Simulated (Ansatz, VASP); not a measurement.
## Two plane-wave programs on HfTi4Si

```xyz
6
Lattice="0.0000 3.7450 3.7450 3.7450 0.0000 3.7450 3.7450 3.7450 0.0000" Properties=species:S:1:pos:R:3 pbc="T T T"
Hf    0.0000    0.0000    0.0000
Ti    2.7869    4.7031    4.7031
Ti    2.7869    2.7869    2.7869
Ti    4.7031    2.7869    4.7031
Ti    4.7031    4.7031    2.7869
Si    5.6175    5.6175    5.6175
```

Change from the starting cell: species swapped into the ErCu4Ag type (F-43m, No. 216).

Alike in both runs: functional PBE; k mesh 4 × 4 × 4; occupations gaussian, width 0.1 eV; no spin polarisation.

Ansatz relaxed the structure, and its values are those at the end. VASP's run is a single point on that final structure, the one shown.

|  | VASP | Ansatz |
| --- | --- | --- |
| version | VASP 6.6.1 | Ansatz 0.2.0 |
| potentials or method | VASP PAW PBE potentials, release 64 (Hf_pv, Ti_sv, Si), cutoff 520 eV | scalar-relativistic, plane waves, PAW |
| valence electrons in the cell | 62 | 78 |

|  | VASP | Ansatz | Ansatz less VASP |
| --- | --- | --- | --- |
| gap on the k mesh at the Fermi level (eV) | none | none | - |
| pressure (GPa) | -0.2 | 0.0 | +0.25 |
| rms of the force components (eV/Å) | 0.004 | 0.000 | -0.0037 |

A gap of «none» marks a metal or a gap that the smearing closes. With one functional, cell and mesh, what is left measures potentials, basis and numerics. VASP's potentials hold 62 valence electrons a cell and Ansatz's 78, so a difference there can come from the potentials and not from the codes.

The k mesh is coarse, so the values compare programs but aren't converged. Neither program's run includes spin-orbit coupling.
